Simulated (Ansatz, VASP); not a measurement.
# Al2O3: VASP beside Ansatz

The input INCAR:

```
SYSTEM = Al2O3
  PREC = Accurate
  ENCUT = 520
  EDIFF = 1E-6
  ISMEAR = 0
  SIGMA = 0.05
  LREAL = .False.
  LASPH = .True.
  NELM = 60
  ALGO = Normal
  ISIF = 2
  LWAVE = .False.
  LCHARG = .True.
  GGA = PE
  IVDW = 12
  LELF = .True.
  LVHAR = .True.
  NBANDS = 20
```

Contents of KPOINTS:

```
regular mesh
0
Gamma
  9 9 4
  0 0 0
```

The input POSCAR:

```
Al2O3
1.0
    2.8672039189      0.0000000000      0.0000000000
   -1.4336019595      2.4830714316      0.0000000000
    0.0000000000      0.0000000000      7.2962596973
Al O
2 3
Direct
    0.0000000000      0.0000000000      0.1907358529
    0.0000000000      0.0000000000      0.8092641471
    0.3333333333      0.6666666667      0.2909453217
    0.6666666667      0.3333333333      0.0000000000
    0.3333333333      0.6666666667      0.7090546783
```

Input for Ansatz:

```yaml
crystal:
  lattice:
    - [2.8672039189, 0.0, 0.0]
    - [-1.4336019595, 2.4830714316, 0.0]
    - [0.0, 0.0, 7.2962596973]
  atoms:
    - { symbol: Al, position: [0.0, 0.0, 0.1907358529] }
    - { symbol: Al, position: [0.0, 0.0, 0.8092641471] }
    - { symbol: O, position: [0.3333333333, 0.6666666667, 0.2909453217] }
    - { symbol: O, position: [0.6666666667, 0.3333333333, 0.0] }
    - { symbol: O, position: [0.3333333333, 0.6666666667, 0.7090546783] }
basis:
  ecutwfc: 520.0
kpoints:
  mp_grid: { grid: [9, 9, 4] }
hamiltonian:
  xc: pbe
  pseudopotentials: { kind: paw, azcp: { folder: soft_1 } }
  dispersion: d3bj
scf:
  occupations: { method: gaussian, width: 0.05 }
output:
  forces: true
  stress: true
  eigenvalues: true
```

Alike in both runs: task single point; functional PBE; dispersion D3(BJ); k mesh 9 × 9 × 4; occupations gaussian, width 0.05 eV; no spin polarisation.

|  | VASP | Ansatz |
| --- | --- | --- |
| version | VASP 6.6.1 | Ansatz 0.2.0 |
| potentials or method | VASP PAW PBE potentials, release 64 (Al, O), cutoff 520 eV | scalar-relativistic, plane waves, PAW |
| valence electrons in the cell | 24 | 24 |

```csv
,VASP,Ansatz,Ansatz less VASP
gap on the k mesh at the Fermi level (eV),4.31,4.34,+0.028
least direct gap on the mesh (eV),4.40,4.42,+0.027
pressure (GPa),-3.4,-3.5,-0.04
"traceless stress, the component that is largest in VASP (GPa)",-0.83,-0.55,+0.277
rms of the force components (eV/Å),0.453,0.437,-0.0159
```

Atom by atom the forces differ by 0.016 eV/Å (rms over components).
